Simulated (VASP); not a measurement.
# Ta (Im-3m) in VASP: a series of runs

Runs on Ta. Level: PBEsol. Tasks: relaxation of cell and atoms, single point.

All numbers are computed with VASP 6.6.1; they aren't measurements. Logs are shortened: lines on timing, memory, paths and dates and some standing lists are left out, and cuts for length are marked.

**1. The cell of the first run**

Symmetry: Im-3m, No. 229, cubic system. The conventional cell has a = 3.303 Å, b = 3.303 Å, c = 3.303 Å, α = 90.00°, β = 90.00°, γ = 90.00°. Ta (site symmetry m-3m) has 14 Ta at 2.86 to 3.30 Å within 3.8 Å.

**2. Relaxation of cell and atoms, PBEsol, target pressure 20.8 GPa, at which the enthalpy is minimised**

Contents of INCAR:

```
  ALGO = Normal
  EDIFF = 1E-6
  EDIFFG = -0.05
  ENCUT = 600
  GGA = PS
  IBRION = 2
  ISIF = 3
  ISMEAR = 0
  LASPH = T
  LCHARG = F
  LREAL = F
  LWAVE = F
  NELM = 60
  NSW = 80
  PREC = Accurate
  PSTRESS = 208.0
  SIGMA = 0.1
```

Contents of KPOINTS:

```
k-points
0
Gamma
  8 8 8
```

Contents of POSCAR:

```
Ta
1.0
   -1.6512800000      1.6512800000      1.6512800000
    1.6512800000     -1.6512800000      1.6512800000
    1.6512800000      1.6512800000     -1.6512800000
Ta
1
Direct
    0.0000000000      0.0000000000      0.0000000000
```

Potentials or basis: VASP PAW PBE potentials, release 64 (Ta_pv).

Started as:

```
$ cat potpaw_PBE.64/Ta_pv/POTCAR > POTCAR
$ mpirun -np 1 vasp_std > vasp.out
```

OUTCAR:

```text
EDIFF = 1E-6
   EDIFFG = -0.05
   ENCUT = 600
   GGA = PS
   IBRION = 2
   ISIF = 3
   ISMEAR = 0
   LASPH = T
   LREAL = F
   NELM = 60
   NSW = 80
   PREC = Accurate
   PSTRESS = 208.0

 ion  position               nearest neighbor table
   1  0.000  0.000  0.000-

  LATTYP: Found a body centered cubic cell.
 ALAT       =     3.3025600000

  Lattice vectors:

 A1 = (  -1.6512800000,   1.6512800000,   1.6512800000)
 A2 = (   1.6512800000,  -1.6512800000,   1.6512800000)
 A3 = (   1.6512800000,   1.6512800000,  -1.6512800000)

Analysis of symmetry for initial positions (statically):
=====================================================================
 Subroutine PRICEL returns:
 Original cell was already a primitive cell.

 Routine SETGRP: Setting up the symmetry group for a
 body centered cubic supercell.

 Subroutine GETGRP returns: Found 48 space group operations
 (whereof 48 operations were pure point group operations)
 out of a pool of 48 trial point group operations.

The static configuration has the point symmetry O_h .

Analysis of symmetry for dynamics (positions and initial velocities):
=====================================================================
 Subroutine PRICEL returns:
 Original cell was already a primitive cell.

 Routine SETGRP: Setting up the symmetry group for a
 body centered cubic supercell.

 Subroutine GETGRP returns: Found 48 space group operations
 (whereof 48 operations were pure point group operations)
 out of a pool of 48 trial point group operations.

The dynamic configuration has the point symmetry O_h .

 Subroutine INISYM returns: Found 48 space group operations
 (whereof 48 operations are pure point group operations),
 and found     1 'primitive' translations

----------------------------------------------------------------------------------------

                                     Primitive cell

  volume of cell :      18.0104

  direct lattice vectors                    reciprocal lattice vectors
    -1.651280000  1.651280000  1.651280000     0.000000000  0.302795407  0.302795407
     1.651280000 -1.651280000  1.651280000     0.302795407  0.000000000  0.302795407
     1.651280000  1.651280000 -1.651280000     0.302795407  0.302795407  0.000000000

  length of vectors
     2.860100858  2.860100858  2.860100858     0.428217371  0.428217371  0.428217371

  position of ions in fractional coordinates (direct lattice)
     0.000000000  0.000000000  0.000000000

  ion indices of the primitive-cell ions
   primitive index   ion index
                 1           1

----------------------------------------------------------------------------------------

 KPOINTS: k-points

Automatic generation of k-mesh.
 Grid dimensions read from file:
 generate k-points for:    8    8    8

 Generating k-lattice:

  Cartesian coordinates                     Fractional coordinates (reciprocal lattice)
     0.000000000  0.037849426  0.037849426     0.125000000  0.000000000  0.000000000
     0.037849426  0.000000000  0.037849426     0.000000000  0.125000000  0.000000000
     0.037849426  0.037849426  0.000000000     0.000000000  0.000000000  0.125000000

  Length of vectors
     0.053527171  0.053527171  0.053527171

  Shift w.r.t. Gamma in fractional coordinates (k-lattice)
     0.000000000  0.000000000  0.000000000

 Subroutine IBZKPT returns following result:
 ===========================================

 Found     29 irreducible k-points:

 Following reciprocal coordinates:
            Coordinates               Weight
  0.000000  0.000000  0.000000      1.000000
  0.125000  0.000000  0.000000     12.000000
  0.250000  0.000000  0.000000     12.000000
  0.375000  0.000000  0.000000     12.000000
  0.500000  0.000000  0.000000      6.000000
  0.125000  0.125000  0.000000     24.000000
[... 16 lines left out ...]
 -0.250000  0.250000  0.250000      6.000000
 -0.375000  0.375000  0.250000     24.000000
 [... further k-points ...]
   k-points           NKPTS =     29   k-points in BZ     NKDIM =     29   number of bands    NBANDS=      9
   number of dos      NEDOS =    301   number of ions     NIONS =      1
   total plane-waves  NPLWV =  13824
   dimension x,y,z NGX =    24 NGY =   24 NGZ =   24
   dimension x,y,z NGXF=    48 NGYF=   48 NGZF=   48
   ions per type =               1
   NGX,Y,Z   is equivalent  to a cutoff of  13.95, 13.95, 13.95 a.u.
   NGXF,Y,Z  is equivalent  to a cutoff of  27.90, 27.90, 27.90 a.u.
 SYSTEM =  unknown system
   PREC   = accura    normal or accurate (medium, high low for compatibility)
   ISTART =      0    job   : 0-new  1-cont  2-samecut
   ICHARG =      2    charge: 1-file 2-atom 10-const
   ISPIN  =      1    spin polarized calculation?
   LNONCOLLINEAR =      F non collinear calculations
   LSORBIT =      F    spin-orbit coupling
   LASPH  =      T    aspherical Exc in radial PAW
   ENCUT  =  600.0 eV  44.10 Ry    6.64 a.u.   5.71  5.71  5.71*2*pi/ulx,y,z
   NELM   =     60;   NELMIN=  2; NELMDL= -5     # of ELM steps
   EDIFF  = 0.1E-05   stopping-criterion for ELM
   LREAL  =      F    real-space projection
   EDIFFG = -.5E-01   stopping-criterion for IOM
   NSW    =     80    number of steps for IOM
   IBRION =      2    ionic relax: 0-MD 1-quasi-New 2-CG
   NFREE  =      1    steps in history (QN), initial steepest desc. (CG)
   ISIF   =      3    stress and relaxation
   ISYM   =      2    0-nonsym 1-usesym 2-fastsym
   POTIM  = 0.5000    time-step for ionic-motion
   TEBEG  =    0.0;   TEEND  =   0.0 temperature during run
   PSTRESS=  208.0 pullay stress
   NELECT =      11.0000    total number of electrons
   NUPDOWN=      -1.0000    fix difference up-down
   EMIN   =  10.00;   EMAX   =-10.00  energy-range for DOS
   EFERMI =   0.00;   METHOD = LEGACY
   ISMEAR =     0;   SIGMA  =   0.10  broadening in eV -4-tet -1-fermi 0-gaus
   EFERMI_NEDOS =   21; number of points for ismear=-14 and -15
   IALGO  =     38    algorithm
   IMIX   =      4    mixing-type and parameters
     AMIX     =   0.40;   BMIX     =  1.00
     AMIX_MAG =   1.60;   BMIX_MAG =  1.00
  volume/ion in A,a.u.               =      18.01       121.54
  Fermi-wavevector in a.u.,A,eV,Ry     =   1.388988  2.624806 26.249534  1.929286
  Thomas-Fermi vector in A             =   2.513061
   LORBIT       =      0    0 simple, 1 ext, 2 COOP (PROOUT), +10 PAW based schemes
   GGA     = PS    functional components
   LHFCALC =     F    Hartree Fock is set to
   AEXX    =    0.0000 exact exchange contribution
   IVDW    =     0    specifies the selected vdW correction
   LEPSILON=     F    determine dielectric tensor
   LRPA    =     F    only Hartree local field effects (RPA)
 conjugate gradient relaxation of ions
 non-spin polarized calculation
 Gauss-broadening in eV      SIGMA  =   0.10
  energy-cutoff  :      600.00
  volume of cell :       18.01
 maximum number of plane-waves:       614
   NGX = 11   NGY = 11   NGZ = 11

--------------------------------------- Ionic step        1  -------------------------------------------

 number of electron      11.0000002 magnetization

 Free energy of the ion-electron system (eV)
  ---------------------------------------------------
  ext. energy  EPLUGINS =         0.00000000
  ---------------------------------------------------
  free energy    TOTEN  =       -12.57518586 eV

  energy without entropy =      -12.57153093  energy(sigma->0) =      -12.57335840

------------------------ aborting loop because EDIFF is reached ----------------------------------------

  FORCE on cell =-STRESS in cart. coord.  units (eV):
  Direction    XX          YY          ZZ          XY          YZ          ZX
  --------------------------------------------------------------------------------------
  -------------------------------------------------------------------------------------
  Total       -0.6387960     -0.6387960     -0.6387960      0.0000000      0.0000000     -0.0000000
  in kB      -56.8264604    -56.8264604    -56.8264604      0.0000000      0.0000000     -0.0000000
  external PRESSURE =    -264.8264604 kB  Pullay stress =     208.0000000 kB
[... 22 lines left out ...]
  enthalpy is  TOTEN    =       -10.2370222042 eV   P V=        2.3381636602

--------------------------------------- Ionic step        2  -------------------------------------------

 number of electron      11.0000001 magnetization

 E-fermi :  10.0167     XC(G=0): -15.3076

 val. band max:       10.0110346647   @ k =  -0.2500   0.3750   0.1250
 cond. band min:      10.0214688805   @ k =   0.2500   0.2500   0.0000
 fundamental gap:      0.0104342158
 Fermi energy:        10.0167202717

 k-point     1 :       0.0000    0.0000    0.0000
  band No.  band energies     occupation
      1     -21.3350      2.00000
      2     -21.3350      2.00000
      3     -21.3350      2.00000
      4       0.6552      2.00000
      5      10.0946      0.27101
      6      10.0946      0.27101
      7      10.0946      0.27101
      8      15.2868      0.00000
      9      15.2868      0.00000
[... 384 lines left out ...]
  enthalpy is  TOTEN    =       -10.4002299842 eV   P V=        2.1119823398

--------------------------------------- Ionic step        5  -------------------------------------------

 number of electron      11.0000001 magnetization

 Free energy of the ion-electron system (eV)
  ---------------------------------------------------
  ext. energy  EPLUGINS =         0.00000000
  ---------------------------------------------------
  free energy    TOTEN  =       -12.50299622 eV

  energy without entropy =      -12.49947284  energy(sigma->0) =      -12.50123453

 E-fermi :   6.1049     XC(G=0): -13.2827

 val. band max:        6.0502986834   @ k =   0.2500   0.0000   0.0000
 cond. band min:       6.1369415261   @ k =  -0.2500   0.2500   0.1250
 fundamental gap:      0.0866428428
 Fermi energy:         6.1049488525

 k-point     1 :       0.0000    0.0000    0.0000
  band No.  band energies     occupation
      1     -26.3864      2.00000
      2     -26.3864      2.00000
      3     -26.3864      2.00000
      4      -2.1126      2.00000
      5       6.9121      0.00000
      6       6.9121      0.00000
      7       6.9121      0.00000
      8      10.5772      0.00000
      9      10.5772      0.00000
[... 304 lines left out ...]
  FREE ENERGIE OF THE ION-ELECTRON SYSTEM (eV)
  ---------------------------------------------------
  free  energy   TOTEN  =       -12.5029962236 eV

  energy  without entropy=      -12.4994728435  energy(sigma->0) =      -12.50123453

  enthalpy is  TOTEN    =       -10.4005473615 eV   P V=        2.1024488621

 reached required accuracy - stopping structural energy minimisation
```

Run time: 13 s. Hardware: 1 thread of Intel Xeon Platinum 8488C (Sapphire Rapids), shared host; peak memory 0.15 GiB.

Results:

- Free energy: -12.5030 eV
- Relaxed volume: 16.19 Å³/atom
- Relaxed cell: a = 2.761 Å, b = 2.761 Å, c = 2.761 Å, α = 109.47°, β = 109.47°, γ = 109.47°
- Space group after relaxing (to 0.05 Å): Im-3m (No. 229)
- Energy change on relaxing (the enthalpy is what falls): +72.2 meV/atom
- Ionic steps: 5
- Pressure after relaxing: 20.8 GPa

Step by step:
| step | energy change (eV) | largest force (eV/Å) | pressure (GPa) | volume (Å³) |
| --- | --- | --- | --- | --- |
| 1 | 0.0000 | 0.0000 | -5.68 | 18.01 |
| 2 | 3.0490 | 0.0000 | 221.11 | 11.31 |
| 3 | 0.0403 | 0.0000 | 15.70 | 16.48 |
| 4 | 0.0630 | 0.0000 | 19.43 | 16.27 |
| 5 | 0.0722 | 0.0000 | 20.80 | 16.19 |

Final structure:
```
CELL_PARAMETERS angstrom
-1.59381 1.59381 1.59381
1.59381 -1.59381 1.59381
1.59381 1.59381 -1.59381
ATOMIC_POSITIONS crystal
Ta 0.00000 0.00000 0.00000
```

Caveat: the cell is relaxed towards a set pressure, so the enthalpy falls and the energy may rise; the PAW data sets were made with another functional, which shifts forces and pressure a little; spin-orbit coupling is left out, which moves the levels of the heavy elements.

**3. Relaxation of cell and atoms, PBEsol, target pressure 50.2 GPa, at which the enthalpy is minimised**

Contents of INCAR:

```
ALGO = Normal
EDIFF = 1E-7
EDIFFG = -0.05
ENCUT = 600
GGA = PS
IBRION = 2
ISIF = 3
ISMEAR = 0
LASPH = True
LCHARG = False
LREAL = False
LWAVE = False
NELM = 60
NSW = 80
PREC = Accurate
PSTRESS = 502.0
SIGMA = 0.1
```

KPOINTS is that of step 2.

POSCAR is that of step 2.

Potentials or basis: VASP PAW PBE potentials, release 64 (Ta_pv).

Started as:

```
$ cat potpaw_PBE.64/Ta_pv/POTCAR > POTCAR
$ mpirun -np 1 vasp_std > vasp.out
```

Wall time 15 s (1 thread of Intel Xeon Platinum 8488C (Sapphire Rapids), shared host); peak memory 0.17 GiB.

It converged, with:

| Property | Result |
| --- | --- |
| Free energy | -12.2157 eV |
| Relaxed volume | 14.87 Å³/atom |
| Relaxed cell | a = 2.683 Å, b = 2.683 Å, c = 2.683 Å, α = 109.47°, β = 109.47°, γ = 109.47° |
| Space group after relaxing (to 0.05 Å) | Im-3m (No. 229) |
| Energy change on relaxing (the enthalpy is what falls) | +359.5 meV/atom |
| Ionic steps | 5 |
| Pressure after relaxing | 50.2 GPa |

The path:
| step | energy change (eV) | largest force (eV/Å) | pressure (GPa) | volume (Å³) |
| --- | --- | --- | --- | --- |
| 1 | 0.0000 | 0.0000 | -5.68 | 18.01 |
| 2 | 26.9922 | 0.0000 | 1945.78 | 6.10 |
| 3 | 0.1669 | 0.0000 | 32.44 | 15.62 |
| 4 | 0.2324 | 0.0000 | 39.05 | 15.33 |
| 5 | 0.3595 | 0.0000 | 50.21 | 14.87 |

Final structure:
```
Ta
1.0
    -1.54912    1.54912    1.54912
     1.54912   -1.54912    1.54912
     1.54912    1.54912   -1.54912
Ta
1
Direct
  0.00000 0.00000 0.00000
```

Levels at points of the mesh, in eV from the Fermi level:
| k point | band 1 | band 2 | band 3 | band 4 | band 5 | band 6 | band 7 | band 8 | band 9 |
| --- | --- | --- | --- | --- | --- | --- | --- | --- | --- |
| (0.00, 0.00, 0.00) | -32.09 | -32.09 | -32.09 | -8.45 | 0.82 | 0.82 | 0.82 | 4.82 | 4.82 |
| (0.50, 0.00, 0.00) | -34.25 | -32.77 | -32.12 | -5.19 | -2.08 | 2.91 | 4.87 | 6.14 | 10.02 |
| (0.50, 0.50, 0.50) | -33.56 | -33.56 | -33.56 | -4.97 | -4.97 | 8.69 | 8.69 | 8.69 | 10.82 |

Caveat: the cell is relaxed towards a set pressure, so the enthalpy falls and the energy may rise; the volume moved by over 15 % at a fixed basis, so the end points are rough; the PAW data sets were made with another functional, which shifts forces and pressure a little; spin-orbit coupling is left out, which moves the levels of the heavy elements.

(Part 1 of 2 ends here.)
